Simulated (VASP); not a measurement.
A run of VASP 6.6.1 is set up as follows.

INCAR

```
SYSTEM = HfC5
ALGO = Normal ; EDIFF = 1E-6
ENCUT = 520 ; GGA = PE
ISIF = 2 ; ISMEAR = 0
LASPH = .TRUE. ; LCHARG = .FALSE.
LREAL = .FALSE. ; LWAVE = .FALSE.
NBANDS = 24 ; NELM = 80
PREC = Accurate ; SIGMA = 0.1
```

The input KPOINTS:

```
k-points
0
G
  4 4 4
  0 0 0
```

File POSCAR:

```
HfC5
1.0
    4.7879999785      0.0000000000      0.0000000000
    0.0000000000      4.7879999785      0.0000000000
    0.0000000000      0.0000000000      3.3963599398
Hf C
1 5
Direct
    0.5000000000      0.5000000000      0.5000000000
    0.8419011124      0.8419011124      0.5000000000
    0.1580988876      0.1580988876      0.5000000000
    0.1580988876      0.8419011124      0.5000000000
    0.8419011124      0.1580988876      0.5000000000
    0.0000000000      0.0000000000      0.0000000000
```

Potentials or basis: VASP PAW PBE potentials, release 64 (Hf_pv, C).

Command:

```sh
$ cat potpaw_PBE.64/Hf_pv/POTCAR potpaw_PBE.64/C/POTCAR > POTCAR
$ mpirun -np 1 vasp_std > vasp.out
```

(1) Estimate the pressure.

(2) Estimate the largest force.

(3) What does it give for the band gap on the k mesh?

Answers

(1) -0.1 GPa.

(2) 0.139 eV/Å.

(3) zero (band 15 reaches 4.45 eV, above the bottom of band 16 at 3.24 eV).

Caveat: the k points lie up to 0.46 Å⁻¹ apart; spin-orbit coupling is left out, which moves the levels of the heavy elements.
